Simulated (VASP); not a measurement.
# BH in VASP: single point with PBEsol

Aim: the single point of BH with PBEsol.

Program: VASP 6.6.1. These are calculated values, not measurements. Logs are shortened: lines on timing, memory, paths and dates and some standing lists are left out, and cuts for length are marked.

### Step 1. The cell of the first run

The cell holds a molecule in a box, 2 atoms: a = 9.000 Å, b = 9.000 Å, c = 11.000 Å, α = 90.00°, β = 90.00°, γ = 90.00°.

### Step 2. Single point, PBEsol (last atom moved by 0.08 Å along z)

The input, INCAR:

```
SYSTEM = BH
GGA = PS ; ISMEAR = 0
SIGMA = 0.03 ; LWAVE = .FALSE.
LCHARG = .FALSE. ; ISIF = 0
PREC = Accurate ; LASPH = .TRUE.
LREAL = .FALSE. ; ALGO = Normal
EDIFF = 1E-6 ; NELM = 120
GGA_COMPAT = .FALSE. ; ENCUT = 580
EFERMI = MIDGAP ; NELMDL = -8
NBANDS = 22
```

The input, KPOINTS:

```
k-points
0
Gamma
  1 1 1
```

The input, POSCAR:

```
BH
1.0
    9.0000000000      0.0000000000      0.0000000000
    0.0000000000      9.0000000000      0.0000000000
    0.0000000000      0.0000000000     11.0000000000
B H
1 1
Direct
    0.5014444400      0.5023333300      0.4470727300
    0.5014444400      0.5023333300      0.5663818200
```

Potentials or basis: VASP PAW PBE potentials, release 64 (B, H).

The run is started by

```
> cat potpaw_PBE.64/B/POTCAR potpaw_PBE.64/H/POTCAR > POTCAR
> mpirun -np 1 vasp_gam > vasp.out
```

OUTCAR:

```text
SYSTEM = BH
   GGA = PS
   ISMEAR = 0
   ISIF = 0
   PREC = Accurate
   LASPH = .TRUE.
   LREAL = .FALSE.
   EDIFF = 1E-6
   NELM = 120
   ENCUT = 580
   EFERMI = MIDGAP
   NELMDL = -8

 ion  position               nearest neighbor table
   1  0.501  0.502  0.447-   2 1.31
   2  0.501  0.502  0.566-   1 1.31

  LATTYP: Found a simple tetragonal cell.
 ALAT       =     9.0000000000
 C/A-ratio  =     1.2222222222

  Lattice vectors:

 A1 = (   9.0000000000,   0.0000000000,   0.0000000000)
 A2 = (   0.0000000000,   9.0000000000,   0.0000000000)
 A3 = (   0.0000000000,   0.0000000000,  11.0000000000)

Analysis of symmetry for initial positions (statically):
=====================================================================
 Subroutine PRICEL returns:
 Original cell was already a primitive cell.

 Routine SETGRP: Setting up the symmetry group for a
 simple tetragonal supercell.

 Subroutine GETGRP returns: Found  8 space group operations
 (whereof  1 operations were pure point group operations)
 out of a pool of 16 trial point group operations.

The static configuration has the point symmetry C_1 .
 The point group associated with its full space group is C_4v.

Analysis of symmetry for dynamics (positions and initial velocities):
=====================================================================
 Subroutine PRICEL returns:
 Original cell was already a primitive cell.

 Routine SETGRP: Setting up the symmetry group for a
 simple tetragonal supercell.

 Subroutine GETGRP returns: Found  8 space group operations
 (whereof  1 operations were pure point group operations)
 out of a pool of 16 trial point group operations.

The dynamic configuration has the point symmetry C_1 .
 The point group associated with its full space group is C_4v.

 Subroutine INISYM returns: Found  8 space group operations
 (whereof  1 operations are pure point group operations),
 and found     1 'primitive' translations

----------------------------------------------------------------------------------------

                                     Primitive cell

  volume of cell :     891.0000

  direct lattice vectors                    reciprocal lattice vectors
     9.000000000  0.000000000  0.000000000     0.111111111  0.000000000  0.000000000
     0.000000000  9.000000000  0.000000000     0.000000000  0.111111111  0.000000000
     0.000000000  0.000000000 11.000000000     0.000000000  0.000000000  0.090909091

  length of vectors
     9.000000000  9.000000000 11.000000000     0.111111111  0.111111111  0.090909091

  position of ions in fractional coordinates (direct lattice)
     0.501444440  0.502333330  0.447072730
     0.501444440  0.502333330  0.566381820

  ion indices of the primitive-cell ions
   primitive index   ion index
                 1           1
                 2           2

----------------------------------------------------------------------------------------

 KPOINTS: k-points

Automatic generation of k-mesh.
 Grid dimensions read from file:
 generate k-points for:    1    1    1

 Generating k-lattice:

  Cartesian coordinates                     Fractional coordinates (reciprocal lattice)
     0.111111111  0.000000000  0.000000000     1.000000000  0.000000000  0.000000000
     0.000000000  0.111111111  0.000000000     0.000000000  1.000000000  0.000000000
     0.000000000  0.000000000  0.090909091     0.000000000  0.000000000  1.000000000

  Length of vectors
     0.111111111  0.111111111  0.090909091

  Shift w.r.t. Gamma in fractional coordinates (k-lattice)
     0.000000000  0.000000000  0.000000000

 Subroutine IBZKPT returns following result:
 ===========================================

 Found      1 irreducible k-points:

 Following reciprocal coordinates:
            Coordinates               Weight
  0.000000  0.000000  0.000000      1.000000
   k-points           NKPTS =      1   k-points in BZ     NKDIM =      1   number of bands    NBANDS=     22
   number of dos      NEDOS =    301   number of ions     NIONS =      2
   total plane-waves  NPLWV = 466560
   dimension x,y,z NGX =    72 NGY =   72 NGZ =   90
   dimension x,y,z NGXF=   144 NGYF=  144 NGZF=  180
   ions per type =               1   1
   NGX,Y,Z   is equivalent  to a cutoff of  13.30, 13.30, 13.60 a.u.
   NGXF,Y,Z  is equivalent  to a cutoff of  26.60, 26.60, 27.20 a.u.
 SYSTEM =  BH
   PREC   = accura    normal or accurate (medium, high low for compatibility)
   ISTART =      0    job   : 0-new  1-cont  2-samecut
   ICHARG =      2    charge: 1-file 2-atom 10-const
   ISPIN  =      1    spin polarized calculation?
   LNONCOLLINEAR =      F non collinear calculations
   LSORBIT =      F    spin-orbit coupling
   LASPH  =      T    aspherical Exc in radial PAW
   ENCUT  =  580.0 eV  42.63 Ry    6.53 a.u.  17.67 17.67 21.60*2*pi/ulx,y,z
   NELM   =    120;   NELMIN=  2; NELMDL= -8     # of ELM steps
   EDIFF  = 0.1E-05   stopping-criterion for ELM
   LREAL  =      F    real-space projection
   EDIFFG = 0.1E-04   stopping-criterion for IOM
   NSW    =      0    number of steps for IOM
   IBRION =     -1    ionic relax: 0-MD 1-quasi-New 2-CG
   NFREE  =      0    steps in history (QN), initial steepest desc. (CG)
   ISIF   =      0    stress and relaxation
   ISYM   =      2    0-nonsym 1-usesym 2-fastsym
   POTIM  = 0.5000    time-step for ionic-motion
   TEBEG  =    0.0;   TEEND  =   0.0 temperature during run

   SCALEE = 1.0000    scale energy and forces
   PSTRESS=    0.0 pullay stress
   NELECT =       4.0000    total number of electrons
   NUPDOWN=      -1.0000    fix difference up-down
   EMIN   =  10.00;   EMAX   =-10.00  energy-range for DOS
   EFERMI =   0.00;   METHOD = MIDGAP
   ISMEAR =     0;   SIGMA  =   0.03  broadening in eV -4-tet -1-fermi 0-gaus
   EFERMI_NEDOS =   21; number of points for ismear=-14 and -15
   IALGO  =     38    algorithm
   IMIX   =      4    mixing-type and parameters
     AMIX     =   0.40;   BMIX     =  1.00
     AMIX_MAG =   1.60;   BMIX_MAG =  1.00
  volume/ion in A,a.u.               =     445.50      3006.38
  Fermi-wavevector in a.u.,A,eV,Ry     =   0.270065  0.510350  0.992345  0.072935
  Thomas-Fermi vector in A             =   1.108124
   LORBIT       =      0    0 simple, 1 ext, 2 COOP (PROOUT), +10 PAW based schemes
   GGA     = PS    functional components
   LHFCALC =     F    Hartree Fock is set to
   AEXX    =    0.0000 exact exchange contribution
   IVDW    =     0    specifies the selected vdW correction
   LEPSILON=     F    determine dielectric tensor
   LRPA    =     F    only Hartree local field effects (RPA)

   CSHIFT  =0.1000    complex shift for real part using Kramers Kronig

   OMEGAMAX=  -1.0    maximum frequency
 non-spin polarized calculation
 Gauss-broadening in eV      SIGMA  =   0.03
  energy-cutoff  :      580.00
  volume of cell :      891.00
 maximum number of plane-waves:     14108
 NGX is ok and might be reduce to    70
   NGX = 35   NGY = 35   NGZ = 43

 number of electron       4.0000000 magnetization

 Free energy of the ion-electron system (eV)
  ---------------------------------------------------
  ext. energy  EPLUGINS =         0.00000000
  ---------------------------------------------------
  free energy    TOTEN  =        -4.90804861 eV

  energy without entropy =       -4.90804861  energy(sigma->0) =       -4.90804861

 E-fermi :  -4.4002     XC(G=0):  -0.7754

 val. band max:       -5.4085063034   @ k =   0.0000   0.0000   0.0000
 cond. band min:      -3.3919396757   @ k =   0.0000   0.0000   0.0000
 fundamental gap:      2.0165666277
 Fermi energy:        -4.4002229896

 k-point     1 :       0.0000    0.0000    0.0000
  band No.  band energies     occupation
      1     -11.3911      2.00000
      2      -5.4085      2.00000
      3      -3.3919      0.00000
      4      -3.3919      0.00000
      5      -0.3770      0.00000
      6       0.8300      0.00000
      7       0.9800      0.00000
      8       1.3929      0.00000
      9       1.4573      0.00000
     10       1.5781      0.00000
     11       1.5781      0.00000
     12       2.3090      0.00000
     13       2.3090      0.00000
     14       2.6481      0.00000
 [bands above 14 left out]

------------------------ aborting loop because EDIFF is reached ----------------------------------------

 VOLUME and BASIS-vectors are now :
 -----------------------------------------------------------------------------
  energy-cutoff  :      580.00
  volume of cell :      891.00
      direct lattice vectors                 reciprocal lattice vectors
     9.000000000  0.000000000  0.000000000     0.111111111  0.000000000  0.000000000
     0.000000000  9.000000000  0.000000000     0.000000000  0.111111111  0.000000000
     0.000000000  0.000000000 11.000000000     0.000000000  0.000000000  0.090909091

 POSITION                                       TOTAL-FORCE (eV/Angst)
 -----------------------------------------------------------------------------------
      4.51300      4.52100      4.91780         0.000000     -0.000000      0.775279
      4.51300      4.52100      6.23020         0.000000      0.000000     -0.775279
 -----------------------------------------------------------------------------------
    total drift:                               -0.000001     -0.000000     -0.000024

  FREE ENERGIE OF THE ION-ELECTRON SYSTEM (eV)
  ---------------------------------------------------
  free  energy   TOTEN  =        -4.9080486103 eV

  energy  without entropy=       -4.9080486103  energy(sigma->0) =       -4.90804861
```

Run time: 69 s. Hardware: 1 thread of AMD EPYC 7R43 (Zen 3), shared host; peak memory 0.81 GiB.

Results:

* Free energy: -4.9080 eV
* Largest force: 0.775 eV/Å
* Gap between the frontier levels: 2.02 eV

Forces in eV/Å, atoms in the order of the input:
```
B    0.000  0.000  0.775
H    0.000  0.000 -0.775
```

Caveat: the cell differs from its parent crystal (last atom moved by 0.08 Å along z); the PAW data sets were made with another functional, which shifts forces and pressure a little.
